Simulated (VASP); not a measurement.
Wanted: the native input for a VASP 6.6.1 run.

| Property | Result |
| --- | --- |
| Task | single point |
| Functional | LDA |
| Potentials or basis | VASP PAW LDA potentials, release 64 (Al, Co) |
| Cutoff | 520 eV |
| k mesh | 14 × 14 × 14 |
| Occupations | gaussian, width 0.1 eV |
| Spin | no spin polarisation |
| Dipole correction | no |
| Further INCAR settings | ALGO = Normal; EDIFF = 1e-07; NBANDS = 13 |

The structure of AlCo lies in POSCAR:

```
AlCo
1.0
    2.7937192601      0.0000000000      0.0000000000
    0.0000000000      2.7937192601      0.0000000000
    0.0000000000      0.0000000000      2.7937192601
Al Co
1 1
Direct
    0.0000000000      0.0000000000      0.0000000000
    0.5000000000      0.5000000000      0.5000000000
```

The input as run:

INCAR

```
SYSTEM = AlCo
PREC     = Accurate       ! precision mode
ENCUT    = 520            ! plane-wave cutoff, eV
EDIFF    = 1E-7           ! SCF threshold, eV
ISMEAR   = 0              ! smearing method
SIGMA    = 0.1            ! smearing width, eV
LREAL    = .False.        ! projectors in reciprocal space
LASPH    = .True.         ! aspherical terms in the spheres
NELM     = 80             ! most SCF steps
ALGO     = Normal         ! electronic algorithm
ISIF     = 2              ! what is computed and relaxed
LWAVE    = .False.        ! write WAVECAR
LCHARG   = .False.        ! write CHGCAR
NBANDS   = 13             ! bands
```

KPOINTS

```
Automatic mesh
0
Gamma
  14 14 14
  0 0 0
```

Potentials or basis: VASP PAW LDA potentials, release 64 (Al, Co).

The run is started by

```sh
$ cat potpaw_LDA.64/Al/POTCAR potpaw_LDA.64/Co/POTCAR > POTCAR
$ mpirun -np 1 vasp_std > vasp.out
```

It gave:

| Property | Result |
| --- | --- |
| Pressure | 0.3 GPa |
| Band gap on the k mesh | zero (bands 6 and 7 overlap by 2.72 eV) |

Caveat: the run has no spin polarisation, though such a crystal can be magnetic.

It took 26 s on 1 thread of AMD EPYC 7R43 64-Core Processor (Zen 3), on a shared host, peak memory 0.12 GiB.
